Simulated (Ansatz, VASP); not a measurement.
**Si: VASP beside Ansatz**

```
CELL_PARAMETERS angstrom
3.84172 0.00000 0.00000
0.00000 3.84172 0.00000
0.00000 0.00000 18.58252
ATOMIC_POSITIONS crystal
Si 0.00000 0.50000 0.13454
Si 0.00000 0.00000 0.20763
Si 0.50000 0.00000 0.28072
Si 0.50000 0.50000 0.35381
Si 0.00000 0.50000 0.42691
Si 0.00000 0.00000 0.50000
Si 0.50000 0.00000 0.57309
Si 0.50000 0.50000 0.64619
Si 0.00000 0.50000 0.71928
Si 0.00000 0.00000 0.79237
Si 0.50000 0.00000 0.86546
```

Alike in both runs: task single point; functional PBEsol; k mesh 9 × 9 × 1; occupations gaussian, width 0.05 eV; no spin polarisation.

|  | VASP | Ansatz |
| --- | --- | --- |
| version | VASP 6.6.1 | Ansatz 0.2.0 |
| potentials or method | VASP PAW PBE potentials, release 64 (Si), cutoff 520 eV | scalar-relativistic, plane waves, PAW |
| valence electrons in the cell | 44 | 44 |

```tsv
	VASP	Ansatz	Ansatz less VASP
gap on the k mesh at the Fermi level (eV)	none	none	-
rms of the force components (eV/Å)	0.026	0.028	+0.0019
```

VASP's potentials were made for PBE, not for PBEsol. Atom by atom the forces differ by 0.003 eV/Å (rms over components). A gap of «none» marks a metal or a gap that the smearing closes. With one functional, cell and mesh, what is left measures potentials, basis and numerics. Ansatz's warnings: vacuum density over bound.
